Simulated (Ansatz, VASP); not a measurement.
Mg2ZnS3 in VASP and in Ansatz

The input POSCAR:

```
Mg2ZnS3
1.0
    6.8949670614     -0.0000000289      0.0000000000
   -3.4474835057      5.9712166479      0.0000000000
    0.0000000000      0.0000000000      6.4491120000
Mg Zn S
4 2 6
Direct
    0.3368010000      0.3368010000      0.0027820000
    0.0000000000      0.6631990000      0.0027820000
    0.6631990000      0.0000000000      0.0027820000
    0.0000000000      0.0000000000      0.5042090000
    0.6666666667      0.3333333333      0.5046590000
    0.3333333333      0.6666666667      0.5046590000
    0.3442370000      0.3442370000      0.3866370000
    0.0000000000      0.6557630000      0.3866370000
    0.6557630000      0.0000000000      0.3866370000
    0.6666666667      0.3333333333      0.8710520000
    0.3333333333      0.6666666667      0.8710520000
    0.0000000000      0.0000000000      0.8861130000
```

The input INCAR.step1:

```
ALGO = Normal
EDIFF = 1E-4
ENCUT = 520
GGA = PE
ISMEAR = 0
LASPH = True
LCHARG = False
LREAL = False
LWAVE = True
NBANDS = 46
NELM = 80
PREC = Accurate
SIGMA = 0.02
```

INCAR.step2

```
ALGO = Normal
EDIFF = 1E-6
ENCUT = 520
ISIF = 2
ISMEAR = 0
ISTART = 1
LASPH = True
LCHARG = False
LMIXTAU = True
LREAL = False
LWAVE = False
METAGGA = R2SCAN
NBANDS = 46
NELM = 80
PREC = Accurate
SIGMA = 0.02
```

The input KPOINTS:

```
k-points
0
Gamma
  6 6 4
```

Input for Ansatz:

```yaml
crystal:
  lattice:
    - [6.8949670614, -2.89e-08, 0.0]
    - [-3.4474835057, 5.9712166479, 0.0]
    - [0.0, 0.0, 6.449112]
  atoms:
    - { symbol: Mg, position: [0.336801, 0.336801, 0.002782] }
    - { symbol: Mg, position: [0.0, 0.663199, 0.002782] }
    - { symbol: Mg, position: [0.663199, 0.0, 0.002782] }
    - { symbol: Mg, position: [0.0, 0.0, 0.504209] }
    - { symbol: Zn, position: [0.6666666667, 0.3333333333, 0.504659] }
    - { symbol: Zn, position: [0.3333333333, 0.6666666667, 0.504659] }
    - { symbol: S, position: [0.344237, 0.344237, 0.386637] }
    - { symbol: S, position: [0.0, 0.655763, 0.386637] }
    - { symbol: S, position: [0.655763, 0.0, 0.386637] }
    - { symbol: S, position: [0.6666666667, 0.3333333333, 0.871052] }
    - { symbol: S, position: [0.3333333333, 0.6666666667, 0.871052] }
    - { symbol: S, position: [0.0, 0.0, 0.886113] }
basis:
  ecutwfc: 500
kpoints:
  mp_grid: { grid: [6, 6, 4] }
  band_path:
    path:
      - [[0.0, 0.0, 0.0], [0.5, 0.0, 0.0], [0.33333333, 0.33333333, 0.0], [0.0, 0.0, 0.0], [0.0, 0.0, 0.5], [0.5, 0.0, 0.5], [0.33333333, 0.33333333, 0.5], [0.0, 0.0, 0.5]]
      - [[0.5, 0.0, 0.5], [0.5, 0.0, 0.0]]
      - [[0.33333333, 0.33333333, 0.5], [0.33333333, 0.33333333, 0.0], [0.33333333, 0.33333333, -0.5]]
    npoints: 10
hamiltonian:
  xc: r2scan
scf:
  occupations: { method: gaussian, width: 0.02 }
  n_extra_bands: 30
output:
  forces: true
  stress: true
  eigenvalues: true
  populations: true
  dos: { projected: true, de: 0.02, nscf_kmesh: { grid: [9, 9, 6] } }
  bader: false
  write_density: true
  write_potential: true
  elf: true
  volumetric_format: npy
```

Alike in both runs: task single point; functional r2SCAN; k mesh 6 × 6 × 4; occupations gaussian, width 0.02 eV; no spin polarisation.

```csv
,VASP,Ansatz
version,VASP 6.6.1,Ansatz 0.2.0
potentials or method,"VASP PAW PBE potentials, release 64 (Mg, Zn, S), cutoff 520 eV","scalar-relativistic, plane waves, PAW"
valence electrons in the cell,68,100
```

Ansatz gave:

- gap on the k mesh at the Fermi level (eV): 3.42
- least direct gap on the mesh (eV): 3.42
- pressure (GPa): -1.4
- rms of the force components (eV/Å): 0.020

Task: Which values does VASP return?

Result: gap on the k mesh at the Fermi level (eV): 3.41; least direct gap on the mesh (eV): 3.41; pressure (GPa): -1.6; rms of the force components (eV/Å): 0.010.

VASP's potentials were made for PBE, not for r2SCAN. Atom by atom the forces differ by 0.011 eV/Å (rms over components). VASP's potentials hold 68 valence electrons a cell and Ansatz's 100, so a difference there can come from the potentials and not from the codes.
